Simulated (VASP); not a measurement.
# W3C in VASP: notebook

Runs on W3C. Level: PBE. Tasks: single point.

Program: VASP 6.6.1. These are calculated values, not measurements. Logs are shortened: lines on timing, memory, paths and dates and some standing lists are left out, and cuts for length are marked.

### Step 1. The cell of the first run

The cell holds a slab with vacuum, 4 atoms: a = 2.855 Å, b = 2.855 Å, c = 21.697 Å, α = 90.00°, β = 90.00°, γ = 120.00°.

### Step 2. Single point, PBE

The input, INCAR:

```
PREC = Accurate
ENCUT = 520
EDIFF = 1E-6
ISMEAR = 0
SIGMA = 0.1
LREAL = F
LASPH = T
NELM = 80
ALGO = Normal
ISIF = 2
LWAVE = F
LCHARG = F
LDIPOL = T
IDIPOL = 3
DIPOL = 0.5 0.5 0.353
GGA = PE
NBANDS = 31
```

The input, KPOINTS:

```
Automatic mesh
0
Gamma
  9 9 1
```

The input, POSCAR:

```
W3C
1.0
    2.8545944806      0.0000000000      0.0000000000
   -1.4272972403      2.4721513377      0.0000000000
    0.0000000000      0.0000000000     21.6971108210
W C
3 1
Direct
    0.6666666667      0.3333333333      0.1843563428
    0.3333333333      0.6666666667      0.2926027619
    0.0000000000      0.0000000000      0.4008418859
    0.7777777778     -0.7777777778      0.5358829070
```

Potentials or basis: VASP PAW PBE potentials, release 64 (W_sv, C).

On the command line:

```console
> cat potpaw_PBE.64/W_sv/POTCAR potpaw_PBE.64/C/POTCAR > POTCAR
> mpirun -np 1 vasp_std > vasp.out
```

OUTCAR:

```text
PREC = Accurate
   ENCUT = 520
   EDIFF = 1E-6
   ISMEAR = 0
   LREAL = F
   LASPH = T
   NELM = 80
   ISIF = 2
   GGA = PE

 ion  position               nearest neighbor table
   1  0.667  0.333  0.184-   2 2.87   2 2.87   2 2.87
   2  0.333  0.667  0.293-   3 2.87   3 2.87   3 2.87   1 2.87   1 2.87   1 2.87
   3  0.000  0.000  0.401-   2 2.87   2 2.87   2 2.87
   4  0.778  0.222  0.536-

  LATTYP: Found a hexagonal cell.
 ALAT       =     2.8545944806
 C/A-ratio  =     7.6007681541

  Lattice vectors:

 A1 = (   2.8545944806,   0.0000000000,   0.0000000000)
 A2 = (  -1.4272972403,   2.4721513377,   0.0000000000)
 A3 = (   0.0000000000,   0.0000000000,  21.6971108210)

Analysis of symmetry for initial positions (statically):
=====================================================================
 Subroutine PRICEL returns:
 Original cell was already a primitive cell.

 Routine SETGRP: Setting up the symmetry group for a
 hexagonal supercell.

 Subroutine GETGRP returns: Found  2 space group operations
 (whereof  2 operations were pure point group operations)
 out of a pool of 24 trial point group operations.

The static configuration has the point symmetry C_1h.

Analysis of symmetry for dynamics (positions and initial velocities):
=====================================================================
 Subroutine PRICEL returns:
 Original cell was already a primitive cell.

 Routine SETGRP: Setting up the symmetry group for a
 hexagonal supercell.

 Subroutine GETGRP returns: Found  2 space group operations
 (whereof  2 operations were pure point group operations)
 out of a pool of 24 trial point group operations.

The dynamic configuration has the point symmetry C_1h.

 Subroutine INISYM returns: Found  2 space group operations
 (whereof  2 operations are pure point group operations),
 and found     1 'primitive' translations

----------------------------------------------------------------------------------------

                                     Primitive cell

  volume of cell :     153.1163

  direct lattice vectors                    reciprocal lattice vectors
     2.854594481  0.000000000  0.000000000     0.350312455  0.202252990  0.000000000
    -1.427297240  2.472151338  0.000000000     0.000000000  0.404505980  0.000000000
     0.000000000  0.000000000 21.697110821     0.000000000  0.000000000  0.046089086

  length of vectors
     2.854594481  2.854594481 21.697110821     0.404505980  0.404505980  0.046089086

  position of ions in fractional coordinates (direct lattice)
     0.666666667  0.333333333  0.184356343
     0.333333333  0.666666667  0.292602762
     0.000000000  0.000000000  0.400841886
     0.777777778  0.222222222  0.535882907

  ion indices of the primitive-cell ions
   primitive index   ion index
                 1           1
                 2           2
                 3           3
                 4           4

----------------------------------------------------------------------------------------

 KPOINTS: Automatic mesh

Automatic generation of k-mesh.
 Grid dimensions read from file:
 generate k-points for:    9    9    1

 Generating k-lattice:

  Cartesian coordinates                     Fractional coordinates (reciprocal lattice)
     0.038923606  0.022472554  0.000000000     0.111111111  0.000000000  0.000000000
     0.000000000  0.044945109  0.000000000     0.000000000  0.111111111  0.000000000
     0.000000000  0.000000000  0.046089086     0.000000000  0.000000000  1.000000000

  Length of vectors
     0.044945109  0.044945109  0.046089086

  Shift w.r.t. Gamma in fractional coordinates (k-lattice)
     0.000000000  0.000000000  0.000000000

 Subroutine IBZKPT returns following result:
 ===========================================

 Found     25 irreducible k-points:

 Following reciprocal coordinates:
            Coordinates               Weight
  0.000000  0.000000  0.000000      1.000000
  0.111111  0.000000  0.000000      4.000000
 -0.111111  0.111111  0.000000      2.000000
  0.222222  0.000000  0.000000      4.000000
 -0.222222  0.222222  0.000000      2.000000
  0.333333  0.000000  0.000000      4.000000
[... 16 lines left out ...]
 -0.222222 -0.444444  0.000000      4.000000
  0.444444  0.333333  0.000000      4.000000
   k-points           NKPTS =     25   k-points in BZ     NKDIM =     25   number of bands    NBANDS=     31
   number of dos      NEDOS =    301   number of ions     NIONS =      4
   total plane-waves  NPLWV =  93312
   dimension x,y,z NGX =    24 NGY =   24 NGZ =  162
   dimension x,y,z NGXF=    48 NGYF=   48 NGZF=  324
   ions per type =               3   1
   NGX,Y,Z   is equivalent  to a cutoff of  13.98, 13.98, 12.41 a.u.
   NGXF,Y,Z  is equivalent  to a cutoff of  27.95, 27.95, 24.83 a.u.
 SYSTEM =  unknown system
   PREC   = accura    normal or accurate (medium, high low for compatibility)
   ISTART =      0    job   : 0-new  1-cont  2-samecut
   ICHARG =      2    charge: 1-file 2-atom 10-const
   ISPIN  =      1    spin polarized calculation?
   LNONCOLLINEAR =      F non collinear calculations
   LSORBIT =      F    spin-orbit coupling
   LASPH  =      T    aspherical Exc in radial PAW
   ENCUT  =  520.0 eV  38.22 Ry    6.18 a.u.   5.31  5.31 40.34*2*pi/ulx,y,z
   NELM   =     80;   NELMIN=  2; NELMDL= -5     # of ELM steps
   EDIFF  = 0.1E-05   stopping-criterion for ELM
   LREAL  =      F    real-space projection
   EDIFFG = 0.1E-04   stopping-criterion for IOM
   NSW    =      0    number of steps for IOM
   IBRION =     -1    ionic relax: 0-MD 1-quasi-New 2-CG
   NFREE  =      0    steps in history (QN), initial steepest desc. (CG)
   ISIF   =      2    stress and relaxation
   ISYM   =      2    0-nonsym 1-usesym 2-fastsym
   POTIM  = 0.5000    time-step for ionic-motion
   TEBEG  =    0.0;   TEEND  =   0.0 temperature during run
   PSTRESS=    0.0 pullay stress
   NELECT =      46.0000    total number of electrons
   NUPDOWN=      -1.0000    fix difference up-down
   EMIN   =  10.00;   EMAX   =-10.00  energy-range for DOS
   EFERMI =   0.00;   METHOD = LEGACY
   ISMEAR =     0;   SIGMA  =   0.10  broadening in eV -4-tet -1-fermi 0-gaus
   EFERMI_NEDOS =   21; number of points for ismear=-14 and -15
   IALGO  =     38    algorithm
   IMIX   =      4    mixing-type and parameters
     AMIX     =   0.40;   BMIX     =  1.00
     AMIX_MAG =   1.60;   BMIX_MAG =  1.00
  volume/ion in A,a.u.               =      38.28       258.32
  Fermi-wavevector in a.u.,A,eV,Ry     =   1.096445  2.071981 16.356820  1.202192
  Thomas-Fermi vector in A             =   2.232787
   LORBIT       =      0    0 simple, 1 ext, 2 COOP (PROOUT), +10 PAW based schemes
   GGA     = PE    functional components
   LHFCALC =     F    Hartree Fock is set to
   AEXX    =    0.0000 exact exchange contribution
   IVDW    =     0    specifies the selected vdW correction
   LEPSILON=     F    determine dielectric tensor
   LRPA    =     F    only Hartree local field effects (RPA)
 non-spin polarized calculation
 Gauss-broadening in eV      SIGMA  =   0.10
  energy-cutoff  :      520.00
  volume of cell :      153.12
 maximum number of plane-waves:      4147
 NGX is ok and might be reduce to    24
   NGX = 11   NGY = 11   NGZ = 81

 dipolmoment           0.000000      0.000000     -0.244605 electrons x Angstroem

 number of electron      45.9999997 magnetization

 dipolmoment           0.000000      0.000000      0.040368 electrons x Angstroem

 Free energy of the ion-electron system (eV)
  ---------------------------------------------------
  ext. energy  EPLUGINS =         0.00000000
  ---------------------------------------------------
  free energy    TOTEN  =       -38.48321769 eV

  energy without entropy =      -38.45055221  energy(sigma->0) =      -38.46688495

 E-fermi :   0.2842     XC(G=0):  -6.2497

 val. band max:        0.2765326192   @ k =   0.4444   0.4444   0.0000
 cond. band min:       0.3413433354   @ k =  -0.4444   0.4444   0.0000
 fundamental gap:      0.0648107162
 Fermi energy:         0.2842201126

 k-point     1 :       0.0000    0.0000    0.0000
  band No.  band energies     occupation
      1     -73.6423      2.00000
      2     -73.4502      2.00000
      3     -73.3974      2.00000
      4     -38.1729      2.00000
      5     -37.8416      2.00000
      6     -37.3708      2.00000
[... 23 lines left out ...]
     30       3.1208      0.00000
     31       3.1603      0.00000

 k-point     2 :       0.1111    0.0000    0.0000
  band No.  band energies     occupation
      1     -73.6340      2.00000
      2     -73.4412      2.00000
      3     -73.3907      2.00000
      4     -38.1433      2.00000
      5     -37.8362      2.00000
      6     -37.4405      2.00000
[... 23 lines left out ...]
     30       2.8580      0.00000
     31       3.1668      0.00000

 k-point     3 :      -0.1111    0.1111    0.0000
  band No.  band energies     occupation
      1     -73.6340      2.00000
      2     -73.4412      2.00000
      3     -73.3907      2.00000
      4     -38.1433      2.00000
      5     -37.8362      2.00000
      6     -37.4391      2.00000
[... 23 lines left out ...]
     30       2.8288      0.00000
     31       3.1563      0.00000

 k-point     4 :       0.2222    0.0000    0.0000
  band No.  band energies     occupation
      1     -73.6131      2.00000
      2     -73.4180      2.00000
      3     -73.3739      2.00000
      4     -38.0703      2.00000
      5     -37.8496      2.00000
      6     -37.6765      2.00000
[... 635 lines left out ...]
     30       3.7245      0.00000
     31       4.8177      0.00000

 k-point    23 :      -0.2222   -0.4444    0.0000
  band No.  band energies     occupation
      1     -73.5666      2.00000
      2     -73.3639      2.00000
      3     -73.3392      2.00000
      4     -38.0814      2.00000
      5     -38.0310      2.00000
      6     -37.8664      2.00000
[... 23 lines left out ...]
     30       3.7398      0.00000
     31       4.8026      0.00000

 k-point    24 :       0.4444    0.3333    0.0000
  band No.  band energies     occupation
      1     -73.5666      2.00000
      2     -73.3639      2.00000
      3     -73.3392      2.00000
      4     -38.0781      2.00000
      5     -38.0359      2.00000
      6     -37.8637      2.00000
[... 23 lines left out ...]
     30       3.6927      0.00000
     31       4.7802      0.00000

 [... further k-points ...]

------------------------ aborting loop because EDIFF is reached ----------------------------------------

 vacuum level on the upper side and lower side of the slab       (xc-potential included)         0.308        -0.657

  FORCE on cell =-STRESS in cart. coord.  units (eV):
  Direction    XX          YY          ZZ          XY          YZ          ZX
  --------------------------------------------------------------------------------------
  -------------------------------------------------------------------------------------
  Total       -9.2485692     -9.3166386     -4.2992774     -0.0589499      0.0327457     -0.0567173
  in kB      -96.7751271    -97.4873917    -44.9867553     -0.6168393      0.3426446     -0.5934785
  external PRESSURE =     -79.7497581 kB  Pullay stress =       0.0000000 kB

 VOLUME and BASIS-vectors are now :
 -----------------------------------------------------------------------------
  energy-cutoff  :      520.00
  volume of cell :      153.12
      direct lattice vectors                 reciprocal lattice vectors
     2.854594481  0.000000000  0.000000000     0.350312455  0.202252990  0.000000000
    -1.427297240  2.472151338  0.000000000     0.000000000  0.404505980  0.000000000
     0.000000000  0.000000000 21.697110821     0.000000000  0.000000000  0.046089086

 POSITION                                       TOTAL-FORCE (eV/Angst)
 -----------------------------------------------------------------------------------
      1.42730      0.82405      4.00000        -0.014169      0.008181     -0.031167
     -0.00000      1.64810      6.34863         0.013402     -0.007738     -0.059404
      0.00000      0.00000      8.69711         0.032110     -0.018539      1.642120
      1.90306      0.54937     11.62711        -0.031342      0.018095     -1.551549
 -----------------------------------------------------------------------------------
    total drift:                               -0.000021      0.000012     -0.000433

  FREE ENERGIE OF THE ION-ELECTRON SYSTEM (eV)
  ---------------------------------------------------
  free  energy   TOTEN  =       -38.4832176949 eV

  energy  without entropy=      -38.4505522104  energy(sigma->0) =      -38.46688495

 vacuum level on the upper side and lower side of the slab         6.319         5.363
```

Wall time 2.4 min (1 thread of AMD EPYC 9R45 (Zen 5), shared host); peak memory 0.31 GiB.

Results:

```
Free energy            : -38.4832 eV
Largest force          : 1.643 eV/Å
Band gap on the k mesh : zero (bands 23 and 24 overlap by 0.97 eV)
```

Forces on the atoms (eV/Å):
```
W   -0.014  0.008 -0.031
W    0.013 -0.008 -0.059
W    0.032 -0.019  1.642
C   -0.031  0.018 -1.552
```

Levels at points of the mesh, in eV from the Fermi level:
```tsv
k point	band 19	band 20	band 21	band 22	band 23	band 24	band 25	band 26	band 27	band 28
(0.00, 0.00, 0.00)	-1.03	-0.51	-0.51	-0.20	-0.20	0.07	0.07	0.18	2.37	2.37
```

Caveat: spin-orbit coupling is left out, which moves the levels of the heavy elements.

### Step 3. Single point, PBE

The input, INCAR:

```
SYSTEM = W3C
PREC = Accurate ; ENCUT = 520
EDIFF = 1E-6 ; ISMEAR = 0
SIGMA = 0.1 ; LREAL = .FALSE.
LASPH = .TRUE. ; NELM = 100
ALGO = Normal ; ISIF = 2
LWAVE = .FALSE. ; LCHARG = .FALSE.
LDIPOL = .TRUE. ; IDIPOL = 3
DIPOL = 0.5 0.5 0.367 ; GGA = PE
NBANDS = 31
```

The input, KPOINTS:

```
Automatic mesh
0
G
  9 9 1
  0 0 0
```

POSCAR: that of step 2 with these lines changed.

```diff
@@ -11,2 +11,2 @@
     0.0000000000      0.0000000000      0.4008418859
-    0.7777777778     -0.7777777778      0.5358829070
+    0.7777777778     -0.7777777778      0.5911898099
```

Potentials or basis: VASP PAW PBE potentials, release 64 (W_sv, C).

On the command line:

```console
> cat potpaw_PBE.64/W_sv/POTCAR potpaw_PBE.64/C/POTCAR > POTCAR
> mpirun -np 1 vasp_std > vasp.out
```

It took 3.1 min on 1 thread of AMD EPYC 9R45 (Zen 5), shared host; peak memory 0.31 GiB.

The run converged. Its results:

```
Free energy            : -37.5917 eV
Largest force          : 0.240 eV/Å
Band gap on the k mesh : zero (bands 23 and 24 overlap by 1.24 eV)
```

Forces on the atoms (eV/Å):
```
W    0.000  0.000 -0.115
W    0.001 -0.001  0.095
W    0.002 -0.001  0.240
C   -0.004  0.002 -0.220
```

Levels at points of the mesh, in eV from the Fermi level:
```csv
k point,band 20,band 21,band 22,band 23,band 24,band 25,band 26,band 27
"(0.00, 0.00, 0.00)",-0.50,-0.50,-0.14,-0.14,-0.07,0.10,0.10,0.86
```

Caveat: spin-orbit coupling is left out, which moves the levels of the heavy elements.

(Part 1 of 2 ends here.)
